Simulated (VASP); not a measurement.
Here is a VASP 6.6.1 calculation.

File INCAR:

```
PREC = Accurate
ENCUT = 520
EDIFF = 1E-8
ISMEAR = -1
SIGMA = 0.02
LREAL = F
LASPH = T
NELM = 60
ALGO = Normal
ISIF = 2
LWAVE = F
LCHARG = F
GGA = PS
LEFG = T
NBANDS = 16
```

Contents of KPOINTS:

```
regular mesh
0
Gamma
  11 11 6
```

The input POSCAR:

```
AlN
1.0
    3.2043322162      0.0000000000      0.0000000000
   -1.6021661081      2.7750331013      0.0000000000
    0.0000000000      0.0000000000      4.9780000000
Al N
2 2
Direct
    0.3333333333      0.6666666667      0.0000000000
    0.6666666667      0.3333333333      0.5000000000
    0.3333333333      0.6666666667      0.3850000000
    0.6666666667      0.3333333333      0.8850000000
```

Potentials or basis: VASP PAW PBE potentials, release 64 (Al, N).

Run with:

```sh
$ cat potpaw_PBE.64/Al/POTCAR potpaw_PBE.64/N/POTCAR > POTCAR
$ mpirun -np 1 vasp_std > vasp.out
```

(1) Estimate the band gap on the k mesh.

(2) What does it give for the pressure?

## Answers

(1) 3.51 eV, direct.

(2) -10.4 GPa.

Caveat: the cell differs from its parent crystal (equal xx and yy strain of +3 %); without QUAD_EFG the Cq values of the log hold for a quadrupole moment of 1 mb, not for the nuclei; the PAW data sets were made with another functional, which shifts forces and pressure a little.
